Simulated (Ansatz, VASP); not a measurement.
## BaZrO3 in VASP and in Ansatz

```
Ba Zr O
1.0
     4.16287    0.00000    0.00000
     0.00000    4.16287    0.00000
     0.00000    0.00000    4.16287
Ba Zr O
1 1 3
Direct
  0.00000 0.00000 0.00000
  0.50000 0.50000 0.50000
  0.00000 0.50000 0.50000
  0.50000 0.00000 0.50000
  0.50000 0.50000 0.00000
```

Alike in both runs: task single point; functional r2SCAN; k mesh 6 × 6 × 6; no spin polarisation.

|  | VASP | Ansatz |
| --- | --- | --- |
| version | VASP 6.6.1 | Ansatz 0.2.0 |
| potentials or method | VASP PAW PBE potentials, release 64 (Ba_sv, Zr_sv, O_h) | plane waves, PAW |
| plane-wave cutoff (eV) | 1480 | 500 |
| occupations | gaussian, width 0.01 eV | fixed |
| valence electrons in the cell | 40 | 40 |

VASP gave:

* gap on the k mesh at the Fermi level (eV): 3.77
* pressure (GPa): 6.3

Problem. Which values does Ansatz return?

Solution. gap on the k mesh at the Fermi level (eV): 3.81; pressure (GPa): 5.3.

VASP's potentials were made for PBE, not for r2SCAN.

Spin-orbit coupling is off throughout.
